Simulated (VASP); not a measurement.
# La2O3 (P-3m1) in VASP: single point with LDA

Aim: the single point of La2O3 with LDA.

All numbers are computed with VASP 6.6.1; they aren't measurements. Logs are shortened: lines on timing, memory, paths and dates and some standing lists are left out, and cuts for length are marked.

## (1) The cell of the first run

Symmetry: P-3m1, No. 164, trigonal system. The conventional cell has a = 3.935 Å, b = 3.935 Å, c = 6.126 Å, α = 90.00°, β = 90.00°, γ = 120.00°. La (site symmetry 3m) has 7 O at 2.37 to 2.73 Å within 3.1 Å. Within 3.2 Å of O (site symmetry 3m) lie 4 La at 2.37 to 2.43 Å and 6 O at 2.88 to 3.15 Å. Within 3.6 Å of O (site symmetry -3m) lie 6 La at 2.73 Å and 6 O at 3.15 Å.

## (2) Single point, LDA (strained cell)

File INCAR:

```
SYSTEM = La2O3
PREC = Accurate ; ENCUT = 520
EDIFF = 1E-6 ; ISMEAR = 0
SIGMA = 0.02 ; LREAL = .False.
LASPH = .True. ; NELM = 80
ALGO = Normal ; ISIF = 2
LWAVE = .False. ; LCHARG = .True.
LELF = .True. ; LVHAR = .True.
NBANDS = 28
```

File KPOINTS:

```
regular mesh
0
Gamma
  9 9 4
  0 0 0
```

File POSCAR:

```
La2O3
1.0
    3.9351983209      0.0000000000      0.0000000000
   -1.9675991605      3.4079817149      0.0000000000
    0.0000000000      0.0000000000      6.1257675527
La O
2 3
Direct
    0.6666666667      0.3333333333      0.7518038411
    0.3333333333      0.6666666667      0.2481961589
    0.6666666667      0.3333333333      0.3555293469
    0.3333333333      0.6666666667      0.6444706531
    0.0000000000      0.0000000000      0.0000000000
```

Potentials or basis: VASP PAW LDA potentials, release 64 (La, O).

The run is started by

```
> cat potpaw_LDA.64/La/POTCAR potpaw_LDA.64/O/POTCAR > POTCAR
> mpirun -np 1 vasp_std > vasp.out
```

OUTCAR:

```text
SYSTEM = La2O3
   PREC = Accurate
   ENCUT = 520
   EDIFF = 1E-6
   ISMEAR = 0
   LREAL = .False.
   LASPH = .True.
   NELM = 80
   ISIF = 2

 ion  position               nearest neighbor table
   1  0.667  0.333  0.752-   4 2.37   4 2.37   4 2.37   3 2.43   5 2.73   5 2.73   5 2.73
   2  0.333  0.667  0.248-   3 2.37   3 2.37   3 2.37   4 2.43   5 2.73   5 2.73   5 2.73
   3  0.667  0.333  0.356-   2 2.37   2 2.37   2 2.37   1 2.43
   4  0.333  0.667  0.644-   1 2.37   1 2.37   1 2.37   2 2.43
   5  0.000  0.000  0.000-   1 2.73   2 2.73   1 2.73   2 2.73   1 2.73   2 2.73

  LATTYP: Found a hexagonal cell.
 ALAT       =     3.9351983209
 C/A-ratio  =     1.5566604408

  Lattice vectors:

 A1 = (   3.9351983209,   0.0000000000,   0.0000000000)
 A2 = (  -1.9675991605,   3.4079817149,   0.0000000000)
 A3 = (   0.0000000000,   0.0000000000,   6.1257675527)

Analysis of symmetry for initial positions (statically):
=====================================================================
 Subroutine PRICEL returns:
 Original cell was already a primitive cell.

 Routine SETGRP: Setting up the symmetry group for a
 hexagonal supercell.

 Subroutine GETGRP returns: Found 12 space group operations
 (whereof 12 operations were pure point group operations)
 out of a pool of 24 trial point group operations.

The static configuration has the point symmetry D_3d.

Analysis of symmetry for dynamics (positions and initial velocities):
=====================================================================
 Subroutine PRICEL returns:
 Original cell was already a primitive cell.

 Routine SETGRP: Setting up the symmetry group for a
 hexagonal supercell.

 Subroutine GETGRP returns: Found 12 space group operations
 (whereof 12 operations were pure point group operations)
 out of a pool of 24 trial point group operations.

The dynamic configuration has the point symmetry D_3d.

 Subroutine INISYM returns: Found 12 space group operations
 (whereof 12 operations are pure point group operations),
 and found     1 'primitive' translations

----------------------------------------------------------------------------------------

                                     Primitive cell

  volume of cell :      82.1532

  direct lattice vectors                    reciprocal lattice vectors
     3.935198321  0.000000000  0.000000000     0.254116799  0.146714402  0.000000000
    -1.967599161  3.407981715  0.000000000     0.000000000  0.293428804  0.000000000
     0.000000000  0.000000000  6.125767553     0.000000000  0.000000000  0.163244849

  length of vectors
     3.935198321  3.935198321  6.125767553     0.293428804  0.293428804  0.163244849

  position of ions in fractional coordinates (direct lattice)
     0.666666667  0.333333333  0.751803841
     0.333333333  0.666666667  0.248196159
     0.666666667  0.333333333  0.355529347
     0.333333333  0.666666667  0.644470653
     0.000000000  0.000000000  0.000000000

  ion indices of the primitive-cell ions
   primitive index   ion index
                 1           1
                 2           2
                 3           3
                 4           4
                 5           5

----------------------------------------------------------------------------------------

 KPOINTS: regular mesh

Automatic generation of k-mesh.
 Grid dimensions read from file:
 generate k-points for:    9    9    4

 Generating k-lattice:

  Cartesian coordinates                     Fractional coordinates (reciprocal lattice)
     0.028235200  0.016301600  0.000000000     0.111111111 -0.000000000  0.000000000
     0.000000000  0.032603200  0.000000000     0.000000000  0.111111111  0.000000000
     0.000000000  0.000000000  0.040811212     0.000000000  0.000000000  0.250000000

  Length of vectors
     0.032603200  0.032603200  0.040811212

  Shift w.r.t. Gamma in fractional coordinates (k-lattice)
     0.000000000  0.000000000  0.000000000

 Subroutine IBZKPT returns following result:
 ===========================================

 Found     43 irreducible k-points:

 Following reciprocal coordinates:
            Coordinates               Weight
  0.000000  0.000000  0.000000      1.000000
  0.111111 -0.000000  0.000000      6.000000
  0.222222 -0.000000  0.000000      6.000000
  0.333333 -0.000000  0.000000      6.000000
  0.444444 -0.000000  0.000000      6.000000
  0.111111  0.111111  0.000000      6.000000
[... 16 lines left out ...]
  0.222222  0.111111  0.250000     12.000000
 -0.111111  0.333333  0.250000     12.000000
 [... further k-points ...]
   k-points           NKPTS =     43   k-points in BZ     NKDIM =     43   number of bands    NBANDS=     28
   number of dos      NEDOS =    301   number of ions     NIONS =      5
   total plane-waves  NPLWV =  43200
   dimension x,y,z NGX =    30 NGY =   30 NGZ =   48
   dimension x,y,z NGXF=    60 NGYF=   60 NGZF=   96
   ions per type =               2   3
   NGX,Y,Z   is equivalent  to a cutoff of  12.67, 12.67, 13.03 a.u.
   NGXF,Y,Z  is equivalent  to a cutoff of  25.35, 25.35, 26.05 a.u.
 SYSTEM =  La2O3
   PREC   = accura    normal or accurate (medium, high low for compatibility)
   ISTART =      0    job   : 0-new  1-cont  2-samecut
   ICHARG =      2    charge: 1-file 2-atom 10-const
   ISPIN  =      1    spin polarized calculation?
   LNONCOLLINEAR =      F non collinear calculations
   LSORBIT =      F    spin-orbit coupling
   LASPH  =      T    aspherical Exc in radial PAW
   ENCUT  =  520.0 eV  38.22 Ry    6.18 a.u.   7.32  7.32 11.39*2*pi/ulx,y,z
   NELM   =     80;   NELMIN=  2; NELMDL= -5     # of ELM steps
   EDIFF  = 0.1E-05   stopping-criterion for ELM
   LREAL  =      F    real-space projection
   EDIFFG = 0.1E-04   stopping-criterion for IOM
   NSW    =      0    number of steps for IOM
   IBRION =     -1    ionic relax: 0-MD 1-quasi-New 2-CG
   NFREE  =      0    steps in history (QN), initial steepest desc. (CG)
   ISIF   =      2    stress and relaxation
   ISYM   =      2    0-nonsym 1-usesym 2-fastsym
   POTIM  = 0.5000    time-step for ionic-motion
   TEBEG  =    0.0;   TEEND  =   0.0 temperature during run
   PSTRESS=    0.0 pullay stress
   NELECT =      40.0000    total number of electrons
   NUPDOWN=      -1.0000    fix difference up-down
   EMIN   =  10.00;   EMAX   =-10.00  energy-range for DOS
   EFERMI =   0.00;   METHOD = LEGACY
   ISMEAR =     0;   SIGMA  =   0.02  broadening in eV -4-tet -1-fermi 0-gaus
   EFERMI_NEDOS =   21; number of points for ismear=-14 and -15
   IALGO  =     38    algorithm
   IMIX   =      4    mixing-type and parameters
     AMIX     =   0.40;   BMIX     =  1.00
     AMIX_MAG =   1.60;   BMIX_MAG =  1.00
  volume/ion in A,a.u.               =      16.43       110.88
  Fermi-wavevector in a.u.,A,eV,Ry     =   1.287914  2.433804 22.568272  1.658721
  Thomas-Fermi vector in A             =   2.419899
   LORBIT       =      0    0 simple, 1 ext, 2 COOP (PROOUT), +10 PAW based schemes
   GGA     = CA    functional components
   LHFCALC =     F    Hartree Fock is set to
   AEXX    =    0.0000 exact exchange contribution
   IVDW    =     0    specifies the selected vdW correction
   LEPSILON=     F    determine dielectric tensor
   LRPA    =     F    only Hartree local field effects (RPA)
 non-spin polarized calculation
 Gauss-broadening in eV      SIGMA  =   0.02
  energy-cutoff  :      520.00
  volume of cell :       82.15
 maximum number of plane-waves:      2249
 NGX is ok and might be reduce to    30
   NGX = 15   NGY = 15   NGZ = 23

 number of electron      39.9999989 magnetization

 Free energy of the ion-electron system (eV)
  ---------------------------------------------------
  ext. energy  EPLUGINS =         0.00000000
  ---------------------------------------------------
  free energy    TOTEN  =       -45.80740407 eV

  energy without entropy =      -45.80740407  energy(sigma->0) =      -45.80740407

 E-fermi :   5.7759     XC(G=0): -10.9105

 val. band max:        5.6184803041   @ k =   0.4444  -0.0000   0.5000
 cond. band min:       9.3112037785   @ k =   0.3333   0.3333   0.0000
 fundamental gap:      3.6927234745
 Fermi energy:         5.7758978395

 k-point     1 :       0.0000    0.0000    0.0000
  band No.  band energies     occupation
      1     -24.0131      2.00000
      2     -23.7643      2.00000
      3     -11.1091      2.00000
      4      -9.7535      2.00000
      5      -9.2711      2.00000
      6      -7.5264      2.00000
[... 20 lines left out ...]
     27      10.8672      0.00000
     28      11.0496      0.00000

 k-point     2 :       0.1111   -0.0000    0.0000
  band No.  band energies     occupation
      1     -23.9915      2.00000
      2     -23.7555      2.00000
      3     -11.1059      2.00000
      4     -10.0068      2.00000
      5      -9.4615      2.00000
      6      -7.5778      2.00000
[... 20 lines left out ...]
     27      10.9468      0.00000
     28      11.0827      0.00000

 k-point     3 :       0.2222   -0.0000    0.0000
  band No.  band energies     occupation
      1     -23.9342      2.00000
      2     -23.7350      2.00000
      3     -11.1526      2.00000
      4     -10.5260      2.00000
      5      -9.6966      2.00000
      6      -7.6963      2.00000
[... 20 lines left out ...]
     27      10.9849      0.00000
     28      11.0312      0.00000

 k-point     4 :       0.3333   -0.0000    0.0000
  band No.  band energies     occupation
      1     -23.8618      2.00000
      2     -23.7173      2.00000
      3     -11.2960      2.00000
      4     -11.0156      2.00000
      5      -9.6566      2.00000
      6      -7.8183      2.00000
[... 20 lines left out ...]
     27      10.9138      0.00000
     28      10.9200      0.00000

 k-point     5 :       0.4444   -0.0000    0.0000
  band No.  band energies     occupation
      1     -23.8051      2.00000
      2     -23.7144      2.00000
      3     -11.4028      2.00000
      4     -11.3197      2.00000
      5      -9.4670      2.00000
      6      -8.0803      2.00000
[... 20 lines left out ...]
     27      10.8379      0.00000
     28      10.8923      0.00000

 k-point     6 :       0.1111    0.1111    0.0000
  band No.  band energies     occupation
      1     -23.9520      2.00000
      2     -23.7408      2.00000
      3     -11.1291      2.00000
      4     -10.3687      2.00000
      5      -9.6754      2.00000
      6      -7.6709      2.00000
[... 463 lines left out ...]
      5      -9.2759      2.00000
      6      -7.9832      2.00000
[... 20 lines left out ...]
     27      10.8537      0.00000
     28      10.8698      0.00000

 k-point    22 :       0.1111    0.1111    0.2500
  band No.  band energies     occupation
      1     -23.9230      2.00000
      2     -23.7714      2.00000
      3     -11.1244      2.00000
      4     -10.4173      2.00000
      5      -9.5791      2.00000
      6      -7.6430      2.00000
[... 20 lines left out ...]
     27      10.8729      0.00000
     28      11.0350      0.00000

 k-point    23 :       0.2222    0.1111    0.2500
  band No.  band energies     occupation
      1     -23.8637      2.00000
      2     -23.7458      2.00000
      3     -11.2820      2.00000
      4     -10.8492      2.00000
      5      -9.6751      2.00000
      6      -7.7980      2.00000
[... 20 lines left out ...]
     27      10.8900      0.00000
     28      10.9860      0.00000

 k-point    24 :      -0.1111    0.3333    0.2500
  band No.  band energies     occupation
      1     -23.8642      2.00000
      2     -23.7453      2.00000
      3     -11.2824      2.00000
      4     -10.9063      2.00000
      5      -9.5100      2.00000
      6      -7.8435      2.00000
[... 20 lines left out ...]
     27      10.8785      0.00000
     28      10.9619      0.00000

 [... further k-points ...]
[... 5 lines left out ...]
  --------------------------------------------------------------------------------------
  -------------------------------------------------------------------------------------
  Total       -3.5103812     -3.5103812     -3.0641057      0.0000000     -0.0000000      0.0000000
  in kB      -68.4605639    -68.4605639    -59.7571574      0.0000000     -0.0000000      0.0000000
  external PRESSURE =     -65.5594284 kB  Pullay stress =       0.0000000 kB

 VOLUME and BASIS-vectors are now :
 -----------------------------------------------------------------------------
  energy-cutoff  :      520.00
  volume of cell :       82.15
      direct lattice vectors                 reciprocal lattice vectors
     3.935198321  0.000000000  0.000000000     0.254116799  0.146714402  0.000000000
    -1.967599161  3.407981715  0.000000000     0.000000000  0.293428804  0.000000000
     0.000000000  0.000000000  6.125767553     0.000000000  0.000000000  0.163244849

 POSITION                                       TOTAL-FORCE (eV/Angst)
 -----------------------------------------------------------------------------------
      1.96760      1.13599      4.60538         0.000000     -0.000000      0.009963
     -0.00000      2.27199      1.52039        -0.000000      0.000000     -0.009963
      1.96760      1.13599      2.17789         0.000000      0.000000     -0.000037
     -0.00000      2.27199      3.94788        -0.000000      0.000000      0.000037
      0.00000      0.00000      0.00000        -0.000000      0.000000     -0.000000
 -----------------------------------------------------------------------------------
    total drift:                               -0.000000      0.000000      0.000000

  FREE ENERGIE OF THE ION-ELECTRON SYSTEM (eV)
  ---------------------------------------------------
  free  energy   TOTEN  =       -45.8074040729 eV

  energy  without entropy=      -45.8074040729  energy(sigma->0) =      -45.80740407
```

Wall time 2.1 min (1 thread of AMD EPYC 7R43 (Zen 3), shared host); peak memory 0.19 GiB.

What came out:

| Property | Result |
| --- | --- |
| Free energy | -45.8074 eV |
| Pressure | -6.6 GPa |
| Largest force | 0.010 eV/Å |
| Band gap on the k mesh | 3.69 eV (least direct gap 3.81 eV) |

Forces in eV/Å, atoms in the order of the input:
```
La   0.000  0.000  0.010
La   0.000  0.000 -0.010
O    0.000  0.000  0.000
O    0.000  0.000  0.000
O    0.000  0.000  0.000
```

Caveat: the cell differs from its parent crystal (strained cell); the cell stands under tension; spin-orbit coupling is left out, which moves the levels of the heavy elements; an odd mesh through Γ misses points on the zone boundary, where band edges can lie.
